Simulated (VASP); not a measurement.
# Au (P2_1/m) in VASP: single point with PBEsol

Aim: the single point of Au with PBEsol.

All numbers are computed with VASP 6.6.1; they aren't measurements. Logs are shortened: lines on timing, memory, paths and dates and some standing lists are left out, and cuts for length are marked.

## (1) The cell of the first run

Symmetry: P2_1/m, No. 11, monoclinic system. The conventional cell has a = 2.900 Å, b = 4.880 Å, c = 2.900 Å, α = 90.00°, β = 120.00°, γ = 90.00°. Within 3.8 Å of Au (site symmetry m) lie 12 Au at 2.90 to 3.00 Å.

## (2) Single point, PBEsol (atom 1 (Au) moved by (-0.100, +0.000) A along [1 1 0] and z)

The input, INCAR:

```
PREC = Accurate
ENCUT = 500
EDIFF = 1E-6
ISMEAR = 0
SIGMA = 0.15
LREAL = F
LASPH = T
NELM = 120
ALGO = Normal
ISIF = 2
LWAVE = F
LCHARG = F
GGA = PS
NBANDS = 18
GGA_COMPAT = F
```

The input, KPOINTS:

```
regular mesh
0
Gamma
  18 18 10
```

The input, POSCAR:

```
Au
1.0
    2.8999984104      0.0000000000      0.0000000000
   -1.4499992052      2.5114722944      0.0000000000
    0.0000000000      0.0000000000      4.8800000000
Au
2
Direct
    0.2948727925      0.6385115967      0.7500000000
    0.6666666667      0.3333333333      0.2500000000
```

Potentials or basis: VASP PAW PBE potentials, release 64 (Au).

Launch:

```
$ cat potpaw_PBE.64/Au/POTCAR > POTCAR
$ mpirun -np 1 vasp_std > vasp.out
```

OUTCAR:

```text
PREC = Accurate
   ENCUT = 500
   EDIFF = 1E-6
   ISMEAR = 0
   LREAL = F
   LASPH = T
   NELM = 120
   ISIF = 2
   GGA = PS

 ion  position               nearest neighbor table
   1  0.295  0.639  0.750-   2 2.91   2 2.91   2 2.98   2 2.98   2 3.00   2 3.00
   2  0.667  0.333  0.250-   1 2.91   1 2.91   1 2.98   1 2.98   1 3.00   1 3.00

  LATTYP: Found a hexagonal cell.
 ALAT       =     2.8999984104
 C/A-ratio  =     1.6827595431

  Lattice vectors:

 A1 = (   2.8999984104,   0.0000000000,   0.0000000000)
 A2 = (  -1.4499992052,   2.5114722944,   0.0000000000)
 A3 = (   0.0000000000,   0.0000000000,   4.8800000000)

Analysis of symmetry for initial positions (statically):
=====================================================================
 Subroutine PRICEL returns:
 Original cell was already a primitive cell.

 Routine SETGRP: Setting up the symmetry group for a
 hexagonal supercell.

 Subroutine GETGRP returns: Found  4 space group operations
 (whereof  1 operations were pure point group operations)
 out of a pool of 24 trial point group operations.

The static configuration has the point symmetry C_1 .
 The point group associated with its full space group is C_2h.

Analysis of symmetry for dynamics (positions and initial velocities):
=====================================================================
 Subroutine PRICEL returns:
 Original cell was already a primitive cell.

 Routine SETGRP: Setting up the symmetry group for a
 hexagonal supercell.

 Subroutine GETGRP returns: Found  4 space group operations
 (whereof  1 operations were pure point group operations)
 out of a pool of 24 trial point group operations.

The dynamic configuration has the point symmetry C_1 .
 The point group associated with its full space group is C_2h.

 Subroutine INISYM returns: Found  4 space group operations
 (whereof  1 operations are pure point group operations),
 and found     1 'primitive' translations

----------------------------------------------------------------------------------------

                                     Primitive cell

  volume of cell :      35.5423

  direct lattice vectors                    reciprocal lattice vectors
     2.899998410  0.000000000  0.000000000     0.344827775  0.199086409  0.000000000
[... 77 lines left out ...]
   PREC   = accura    normal or accurate (medium, high low for compatibility)
   ISTART =      0    job   : 0-new  1-cont  2-samecut
   ICHARG =      2    charge: 1-file 2-atom 10-const
   ISPIN  =      1    spin polarized calculation?
   LNONCOLLINEAR =      F non collinear calculations
   LSORBIT =      F    spin-orbit coupling
   LASPH  =      T    aspherical Exc in radial PAW
   ENCUT  =  500.0 eV  36.75 Ry    6.06 a.u.   5.29  5.29  8.90*2*pi/ulx,y,z
   NELM   =    120;   NELMIN=  2; NELMDL= -5     # of ELM steps
   EDIFF  = 0.1E-05   stopping-criterion for ELM
   LREAL  =      F    real-space projection
   EDIFFG = 0.1E-04   stopping-criterion for IOM
   NSW    =      0    number of steps for IOM
   IBRION =     -1    ionic relax: 0-MD 1-quasi-New 2-CG
   NFREE  =      0    steps in history (QN), initial steepest desc. (CG)
   ISIF   =      2    stress and relaxation
   ISYM   =      2    0-nonsym 1-usesym 2-fastsym
   POTIM  = 0.5000    time-step for ionic-motion
   TEBEG  =    0.0;   TEEND  =   0.0 temperature during run
   PSTRESS=    0.0 pullay stress
   NELECT =      22.0000    total number of electrons
   NUPDOWN=      -1.0000    fix difference up-down
   EMIN   =  10.00;   EMAX   =-10.00  energy-range for DOS
   EFERMI =   0.00;   METHOD = LEGACY
   ISMEAR =     0;   SIGMA  =   0.15  broadening in eV -4-tet -1-fermi 0-gaus
   EFERMI_NEDOS =   21; number of points for ismear=-14 and -15
   IALGO  =     38    algorithm
   IMIX   =      4    mixing-type and parameters
     AMIX     =   0.40;   BMIX     =  1.00
     AMIX_MAG =   1.60;   BMIX_MAG =  1.00
  volume/ion in A,a.u.               =      17.77       119.93
  Fermi-wavevector in a.u.,A,eV,Ry     =   1.395191  2.636529 26.484537  1.946559
  Thomas-Fermi vector in A             =   2.518667
   LORBIT       =      0    0 simple, 1 ext, 2 COOP (PROOUT), +10 PAW based schemes
   GGA     = PS    functional components
   LHFCALC =     F    Hartree Fock is set to
   AEXX    =    0.0000 exact exchange contribution
   IVDW    =     0    specifies the selected vdW correction
   LEPSILON=     F    determine dielectric tensor
   LRPA    =     F    only Hartree local field effects (RPA)
 non-spin polarized calculation
 Gauss-broadening in eV      SIGMA  =   0.15
  energy-cutoff  :      500.00
  volume of cell :       35.54
 maximum number of plane-waves:       916
 NGX is ok and might be reduce to    24
   NGX = 11   NGY = 11   NGZ = 17

 number of electron      21.9999999 magnetization

 Free energy of the ion-electron system (eV)
  ---------------------------------------------------
  ext. energy  EPLUGINS =         0.00000000
  ---------------------------------------------------
  free energy    TOTEN  =        -7.79834231 eV

  energy without entropy =       -7.78837033  energy(sigma->0) =       -7.79335632

 E-fermi :   8.5491     XC(G=0): -12.6365

 val. band max:        8.5487907137   @ k =   0.1667   0.1667   0.3000
 cond. band min:       8.5539121091   @ k =  -0.4444   0.4444   0.5000
 fundamental gap:      0.0051213954
 Fermi energy:         8.5490609810

 k-point     1 :       0.0000    0.0000    0.0000
  band No.  band energies     occupation
      1      -0.8910      2.00000
      2       1.5412      2.00000
      3       3.9227      2.00000
      4       4.2075      2.00000
      5       4.2607      2.00000
      6       4.4841      2.00000
[... 481 lines left out ...]
      5       4.5589      2.00000
      6       4.5813      2.00000
[... 10 lines left out ...]
     17      20.5970      0.00000
     18      23.4722      0.00000

 [... further k-points ...]
[... 5 lines left out ...]
  --------------------------------------------------------------------------------------
  -------------------------------------------------------------------------------------
  Total       -1.4485074     -1.4965664     -1.4099442      0.0269505      0.0000000      0.0000000
  in kB      -65.2958129    -67.4622167    -63.5574623      1.2148760      0.0000000      0.0000000
  external PRESSURE =     -65.4384973 kB  Pullay stress =       0.0000000 kB

 VOLUME and BASIS-vectors are now :
 -----------------------------------------------------------------------------
  energy-cutoff  :      500.00
  volume of cell :       35.54
      direct lattice vectors                 reciprocal lattice vectors
     2.899998410  0.000000000  0.000000000     0.344827775  0.199086409  0.000000000
    -1.449999205  2.511472294  0.000000000     0.000000000  0.398172818  0.000000000
     0.000000000  0.000000000  4.880000000     0.000000000  0.000000000  0.204918033

 POSITION                                       TOTAL-FORCE (eV/Angst)
 -----------------------------------------------------------------------------------
     -0.07071      1.60360      3.66000         0.038251      0.025269      0.000000
      1.45000      0.83716      1.22000        -0.038251     -0.025269      0.000000
 -----------------------------------------------------------------------------------
    total drift:                                0.000002     -0.000002     -0.000000

  FREE ENERGIE OF THE ION-ELECTRON SYSTEM (eV)
  ---------------------------------------------------
  free  energy   TOTEN  =        -7.7983423064 eV

  energy  without entropy=       -7.7883703286  energy(sigma->0) =       -7.79335632
```

Run time: 9.7 min. Hardware: 1 thread of Oxide Virtual Turin-like, shared host; peak memory 0.52 GiB.

What came out:

* Free energy: -7.7983 eV
* Pressure: -6.5 GPa
* Largest force: 0.046 eV/Å
* Band gap on the k mesh: zero (bands 11 and 12 overlap by 6.54 eV)

Forces in eV/Å, atoms in the order of the input:
```
Au   0.038  0.025  0.000
Au  -0.038 -0.025  0.000
```

Levels at points of the mesh, in eV from the Fermi level:
```tsv
k point	band 7	band 8	band 9	band 10	band 11	band 12	band 13	band 14	band 15	band 16
(0.00, 0.00, 0.00)	-3.98	-3.50	-3.20	-2.24	-1.96	-0.98	2.49	14.61	15.66	16.67
(0.50, 0.00, 0.00)	-3.75	-1.91	-1.82	-1.59	0.56	1.38	5.84	6.83	7.64	10.23
(0.00, 0.50, 0.00)	-3.31	-1.87	-1.76	-1.65	0.26	1.61	5.48	6.78	7.22	10.27
(0.50, 0.50, 0.00)	-3.43	-1.90	-1.78	-1.63	0.34	1.55	5.56	7.01	7.12	10.29
(0.00, 0.00, 0.50)	-4.32	-4.32	-2.56	-2.56	-2.48	-2.48	10.31	10.31	14.92	14.92
(0.50, 0.00, 0.50)	-2.10	-2.10	-1.69	-1.69	0.36	0.36	3.88	3.88	12.76	12.76
(0.00, 0.50, 0.50)	-2.44	-2.44	-1.68	-1.68	0.68	0.68	3.68	3.68	13.19	13.19
(0.50, 0.50, 0.50)	-2.34	-2.34	-1.69	-1.69	0.59	0.59	3.74	3.74	13.04	13.04
```

Caveat: the cell differs from its parent crystal (atom 1 (Au) moved by (-0.100, +0.000) A along [1 1 0] and z); the cell stands under tension; the PAW data sets were made with another functional, which shifts forces and pressure a little; spin-orbit coupling is left out, which moves the levels of the heavy elements.
